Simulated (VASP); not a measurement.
# Sn (Fd-3m) in VASP: a series of runs, part 2 of 2

VASP 6.6.1. Earlier steps stand in the parts before.

## 4. Relaxation of cell and atoms, LDA

This run uses another cell than the first one, of 35.45 Å³/atom.

File INCAR:

```
SYSTEM = Sn
PREC = Accurate
ENCUT = 600
EDIFF = 1E-6
ISMEAR = 0
SIGMA = 0.1
LREAL = .FALSE.
LASPH = .TRUE.
NELM = 60
ALGO = Fast
ISIF = 3
LWAVE = .FALSE.
LCHARG = .FALSE.
IBRION = 2
NSW = 100
EDIFFG = -0.002
```

File KPOINTS:

```
Automatic mesh
0
G
  16 16 16
  0 0 0
```

File POSCAR:

```
Sn
1.0
    0.0000000000      3.2849870000      3.2849870000
    3.2849870000      0.0000000000      3.2849870000
    3.2849870000      3.2849870000      0.0000000000
Sn
2
Direct
    0.5000000000      0.5000000000      0.5000000000
    0.7500000000      0.7500000000      0.7500000000
```

Potentials or basis: VASP PAW LDA potentials, release 64 (Sn_d).

Run with:

```
cat potpaw_LDA.64/Sn_d/POTCAR > POTCAR
mpirun -np 1 vasp_std > vasp.out
```

OUTCAR:

```text
SYSTEM = Sn
   PREC = Accurate
   ENCUT = 600
   EDIFF = 1E-6
   ISMEAR = 0
   LREAL = .FALSE.
   LASPH = .TRUE.
   NELM = 60
   ISIF = 3
   IBRION = 2
   NSW = 100
   EDIFFG = -0.002

 ion  position               nearest neighbor table
   1  0.500  0.500  0.500-   2 2.84   2 2.84   2 2.84   2 2.84
   2  0.750  0.750  0.750-   1 2.84   1 2.84   1 2.84   1 2.84

  LATTYP: Found a face centered cubic cell.
 ALAT       =     6.5699740000

  Lattice vectors:

 A1 = (   0.0000000000,   3.2849870000,   3.2849870000)
 A2 = (   3.2849870000,   0.0000000000,   3.2849870000)
 A3 = (   3.2849870000,   3.2849870000,   0.0000000000)

Analysis of symmetry for initial positions (statically):
=====================================================================
 Subroutine PRICEL returns:
 Original cell was already a primitive cell.

 Routine SETGRP: Setting up the symmetry group for a
 face centered cubic supercell.

 Subroutine GETGRP returns: Found 48 space group operations
 (whereof 24 operations were pure point group operations)
 out of a pool of 48 trial point group operations.

[... 168 lines left out ...]

------------------------ aborting loop because EDIFF is reached ----------------------------------------

  FORCE on cell =-STRESS in cart. coord.  units (eV):
  Direction    XX          YY          ZZ          XY          YZ          ZX
  --------------------------------------------------------------------------------------
  -------------------------------------------------------------------------------------
  Total       -0.8076310     -0.8076310     -0.8076310     -0.0000000      0.0000000     -0.0000000
  in kB      -18.2512500    -18.2512500    -18.2512500     -0.0000000      0.0000000     -0.0000000
  external PRESSURE =     -18.2512500 kB  Pullay stress =       0.0000000 kB
[... 275 lines left out ...]
--------------------------------------- Ionic step        9  -------------------------------------------

 number of electron      28.0000005 magnetization

 Free energy of the ion-electron system (eV)
  ---------------------------------------------------
  ext. energy  EPLUGINS =         0.00000000
  ---------------------------------------------------
  free energy    TOTEN  =        -8.94382563 eV

  energy without entropy =       -8.94315632  energy(sigma->0) =       -8.94349097

 E-fermi :   5.4409     XC(G=0):  -9.2206

 val. band max:        5.4338877198   @ k =  -0.0625   0.0625   0.0000
 cond. band min:       5.4409273285   @ k =   0.3750   0.0000   0.0000
 fundamental gap:      0.0070396088
 Fermi energy:         5.4408850218

 k-point     1 :       0.0000    0.0000    0.0000
  band No.  band energies     occupation
      1     -16.1949      2.00000
      2     -16.1949      2.00000
      3     -16.1949      2.00000
      4     -16.1324      2.00000
      5     -16.1324      2.00000
      6     -15.8151      2.00000
[... 481 lines left out ...]
      5     -16.1184      2.00000
      6     -15.8387      2.00000
[... 10 lines left out ...]
     17       7.7430      0.00000
     18       8.2083      0.00000

 [... further k-points ...]
[... 5 lines left out ...]
  --------------------------------------------------------------------------------------
  -------------------------------------------------------------------------------------
  Total        0.0023411      0.0023411      0.0023411      0.0000000     -0.0000000     -0.0000000
  in kB        0.0552321      0.0552321      0.0552321      0.0000000     -0.0000000     -0.0000000
  external PRESSURE =       0.0552321 kB  Pullay stress =       0.0000000 kB
[... 17 lines left out ...]
  FREE ENERGIE OF THE ION-ELECTRON SYSTEM (eV)
  ---------------------------------------------------
  free  energy   TOTEN  =        -8.9438256263 eV

  energy  without entropy=       -8.9431563178  energy(sigma->0) =       -8.94349097

 reached required accuracy - stopping structural energy minimisation
```

OSZICAR:

```text
N       E                     dE             d eps       ncg     rms          rms(c)
DAV:   1     0.217346744917E+03    0.21735E+03   -0.16471E+04  5222   0.243E+03
DAV:   2     0.124145779616E+02   -0.20493E+03   -0.20250E+03  5220   0.464E+02
DAV:   3    -0.834872251311E+01   -0.20763E+02   -0.20547E+02  5928   0.153E+02
[... 68 lines left out ...]
RMM:   4    -0.894382473680E+01    0.67315E-07   -0.88521E-07  3310   0.862E-03
   8 F= -.89438247E+01 E0= -.89434901E+01  d E =-.333123E-05
       N       E                     dE             d eps       ncg     rms          rms(c)
DAV:   1    -0.894382902348E+01   -0.42194E-05   -0.74710E-05  5504   0.153E-01    0.971E-03
RMM:   2    -0.894382628356E+01    0.27399E-05   -0.45465E-06  4672   0.330E-02    0.432E-03
RMM:   3    -0.894382562634E+01    0.65723E-06   -0.19255E-06  3162   0.212E-02
   9 F= -.89438256E+01 E0= -.89434910E+01  d E =-.422077E-05
```

CONTCAR:

```text
Sn
   1.00000000000000
    -0.0000000000000000    3.2381959723726244    3.2381959723726244
     3.2381959723726244    0.0000000000000000    3.2381959723726244
     3.2381959723726244    3.2381959723726244    0.0000000000000000
  Sn
     2
Direct
     0.5000000000000000    0.5000000000000000    0.5000000000000000
     0.7500000000000000    0.7500000000000000    0.7500000000000000

  0.00000000E+00  0.00000000E+00  0.00000000E+00
  0.00000000E+00  0.00000000E+00  0.00000000E+00
```

Run time: 10 min. Hardware: 1 thread of Intel Xeon Platinum 8488C (Sapphire Rapids), shared host; peak memory 0.33 GiB.

Results:

| Item | Value |
| --- | --- |
| Free energy | -8.9438 eV |
| Relaxed volume | 33.96 Å³/atom |
| Relaxed cell | a = 4.580 Å, b = 4.580 Å, c = 4.580 Å, α = 60.00°, β = 60.00°, γ = 60.00° |
| Space group after relaxing (to 0.1 Å) | Fd-3m (No. 227) |
| Energy gained by relaxing | 8.7 meV/atom |
| Ionic steps | 9 |
| Pressure after relaxing | 0.0 GPa |
| Band gap on the k mesh | zero (bands 14 and 15 overlap by 0.18 eV) |

The path:
```csv
step,energy change (eV),largest force (eV/Å),pressure (GPa),volume (Å³)
1,0.0000,0.0000,-1.83,70.90
2,-0.0150,0.0000,0.69,66.83
3,-0.0174,0.0000,-0.05,67.90
4,-0.0174,0.0000,0.11,67.83
5,-0.0173,0.0000,-0.14,68.06
6,-0.0174,0.0000,0.03,67.90
7,-0.0174,0.0000,-0.03,67.93
8,-0.0174,0.0000,-0.02,67.92
9,-0.0174,0.0000,0.01,67.91
```

Final structure:
```
CELL_PARAMETERS angstrom
0.00000 3.23820 3.23820
3.23820 0.00000 3.23820
3.23820 3.23820 0.00000
ATOMIC_POSITIONS crystal
Sn 0.50000 0.50000 0.50000
Sn 0.75000 0.75000 0.75000
```

Caveat: spin-orbit coupling is left out, which moves the levels of the heavy elements.

## 5. Summary

```tsv
task	cell	cutoff (eV)	smearing	gap on the mesh (eV)	pressure (GPa)	relaxed volume (Å³/atom)
single point	a = 4.579 Å, angles 60.0°, 2 atoms	520	fermi-dirac 0.15 eV	none	0.0	-
relaxation of cell and atoms	relaxed from a = 4.577 Å, angles 60.0°, 2 atoms	600	fermi-dirac 0.15 eV	none	0.0	33.98
relaxation of cell and atoms	relaxed from a = 4.646 Å, angles 60.0°, 2 atoms	600	gaussian 0.1 eV	none	0.0	33.96
```

Alike in all rows: level LDA; potentials or basis VASP PAW LDA potentials, release 64 (Sn_d); no spin polarisation; k mesh 16 × 16 × 16.

Caveats: spin-orbit coupling is left out, which moves the levels of the heavy elements.

Total energies depend on the potentials used, so only differences within one code and one set of settings carry meaning.

The gap in the log of VASP goes by the Fermi energy; the results here count the filled bands.